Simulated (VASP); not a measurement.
A run of VASP 6.6.1:

File POSCAR:

```
Ag
1.0
   -1.5314799500      1.5314799500      1.6556540000
    1.5314799500     -1.5314799500      1.6556540000
    1.5314799500      1.5314799500     -1.6556540000
Ag
1
Direct
    0.0000000000      0.0000000000      0.0000000000
```

File INCAR.step1:

```
SYSTEM = Ag
ALGO = Normal
EDIFF = 1E-4
ENCUT = 520
GGA = PE
ISMEAR = 0
LASPH = .True.
LCHARG = .False.
LREAL = .False.
LWAVE = .True.
NBANDS = 12
NELM = 80
PREC = Accurate
SIGMA = 0.15
```

The input INCAR.step2:

```
SYSTEM = Ag
ALGO = Normal
EDIFF = 1E-6
ENCUT = 520
ISIF = 2
ISMEAR = 0
ISTART = 1
LASPH = .True.
LCHARG = .True.
LELF = .True.
LMIXTAU = .True.
LREAL = .False.
LVHAR = .True.
LWAVE = .False.
METAGGA = R2SCAN
NBANDS = 12
NELM = 80
PREC = Accurate
SIGMA = 0.15
```

Contents of KPOINTS:

```
k-points
0
Gamma
  20 20 20
  0 0 0
```

Potentials or basis: VASP PAW PBE potentials, release 64 (Ag).

Run with:

```sh
$ cat potpaw_PBE.64/Ag/POTCAR > POTCAR
$ cp INCAR.step1 INCAR
$ mpirun -np 1 vasp_std > vasp.out
$ cp INCAR.step2 INCAR
$ mpirun -np 1 vasp_std > vasp.out
```

Hardware: 1 thread of Intel(R) Xeon(R) Platinum 8375C CPU @ 2.90GHz (Ice Lake), with other jobs on the host.

Problem. Estimate the wall time of this run.

Solution. Wall time 3.6 min on 1 thread of Intel(R) Xeon(R) Platinum 8375C CPU @ 2.90GHz (Ice Lake) (shared host), peak memory 0.22 GiB. Counts: k points 641.
